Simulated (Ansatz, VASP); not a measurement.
# Ti in VASP and in Ansatz

INCAR

```
  PREC = Accurate
  ENCUT = 520
  EDIFF = 1E-6
  ISMEAR = -1
  SIGMA = 0.05
  LREAL = False
  LASPH = True
  NELM = 80
  ALGO = Normal
  ISIF = 2
  LWAVE = False
  LCHARG = True
  LDIPOL = True
  IDIPOL = 3
  DIPOL = 0.5 0.5 0.500
  GGA = PE
  LELF = True
  LVHAR = True
  LVACPOTAV = True
  NBANDS = 45
```

The input KPOINTS:

```
regular mesh
0
Gamma
  9 9 1
```

The input POSCAR:

```
Ti
1.0
    2.8708535316      0.0000000000      0.0000000000
    0.0000000000      2.8708535316      0.0000000000
    0.0000000000      0.0000000000     25.1500000000
Ti
6
Direct
    0.5000000000      0.5000000000      0.2982107356
    0.0000000000      0.0000000000      0.3789264414
    0.5000000000      0.5000000000      0.4596421471
    0.0000000000      0.0000000000      0.5403578529
    0.5000000000      0.5000000000      0.6210735586
    0.0000000000      0.0000000000      0.7017892644
```

Contents of input.yaml:

```yaml
crystal:
  lattice:
    - [2.8708535316, 0.0, 0.0]
    - [0.0, 2.8708535316, 0.0]
    - [0.0, 0.0, 25.15]
  atoms:
    - { symbol: Ti, position: [0.5, 0.5, 0.2982107356] }
    - { symbol: Ti, position: [0.0, 0.0, 0.3789264414] }
    - { symbol: Ti, position: [0.5, 0.5, 0.4596421471] }
    - { symbol: Ti, position: [0.0, 0.0, 0.5403578529] }
    - { symbol: Ti, position: [0.5, 0.5, 0.6210735586] }
    - { symbol: Ti, position: [0.0, 0.0, 0.7017892644] }
hamiltonian:
  xc: pbe
  pseudopotentials: { kind: paw }
kpoints:
  mp_grid: { grid: [9, 9, 1] }
scf:
  occupations: { method: fermi_dirac, width: 0.05 }
output:
  forces: true
  eigenvalues: true
  write_density: true
  write_potential: true
  elf: true
  volumetric_format: npy
efield:
  axis: 3
  dipole_correction: true
  ramp_width: 0.04
```

Alike in both runs: task single point; functional PBE; k mesh 9 × 9 × 1; occupations fermi-dirac, width 0.05 eV; no spin polarisation.

```csv
,VASP,Ansatz
version,VASP 6.6.1,Ansatz 0.2.0
potentials or method,"VASP PAW PBE potentials, release 64 (Ti_sv)",Ansatz PAW
plane-wave cutoff (eV),520,420
valence electrons in the cell,72,72
```

VASP gave:

- gap on the k mesh at the Fermi level (eV): none
- rms of the force components (eV/Å): 0.272
- work function, face that differs most (eV): 4.08

Task: Which values does Ansatz return?

Result: gap on the k mesh at the Fermi level (eV): none; rms of the force components (eV/Å): 0.271; work function, face that differs most (eV): 4.08.

Atom by atom the forces differ by 0.005 eV/Å (rms over components). A gap of «none» marks a metal or a gap that the smearing closes. The functional is the same, so the differences come from potentials, cutoffs and numerics.
